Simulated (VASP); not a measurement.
A run of VASP 6.6.1 is set up as follows.

The input INCAR:

```
PREC = Accurate ; ENCUT = 500
EDIFF = 1E-6 ; ISMEAR = 0
SIGMA = 0.2 ; LREAL = False
LASPH = True ; NELM = 120
ALGO = Normal ; ISIF = 2
LWAVE = False ; LCHARG = True
GGA = PE ; LELF = True
LVHAR = True ; NBANDS = 18
GGA_COMPAT = False
```

Contents of KPOINTS:

```
regular mesh
0
Gamma
  5 5 5
```

Contents of POSCAR:

```
B2P3
1.0
   -1.9866585656      1.9866585656      3.6570465772
    1.9866585656     -1.9866585656      3.6570465772
    1.9866585656      1.9866585656     -3.6570465772
B P
2 3
Direct
    0.7500000000      0.2500000000      0.5000000000
    0.2500000000      0.7500000000      0.5000000000
    0.6560166791      0.6560166791      0.0000000000
    0.3439833209      0.3439833209      0.0000000000
    0.0000000000      0.0000000000      0.0000000000
```

Potentials or basis: VASP PAW PBE potentials, release 64 (B, P).

Command:

```sh
$ cat potpaw_PBE.64/B/POTCAR potpaw_PBE.64/P/POTCAR > POTCAR
$ mpirun -np 1 vasp_std > vasp.out
```

Question: Predict the largest force.

Answer: 0.008 eV/Å.

Question: What does it give for the pressure?

Answer: -0.3 GPa.

Question: Predict the band gap on the k mesh.

Answer: Zero (an odd number of electrons rules out a gap without spin polarisation).

Forces on the atoms (eV/Å):
```
B    0.000  0.000  0.000
B    0.000  0.000  0.000
P    0.000  0.000  0.008
P    0.000  0.000 -0.008
P    0.000  0.000  0.000
```
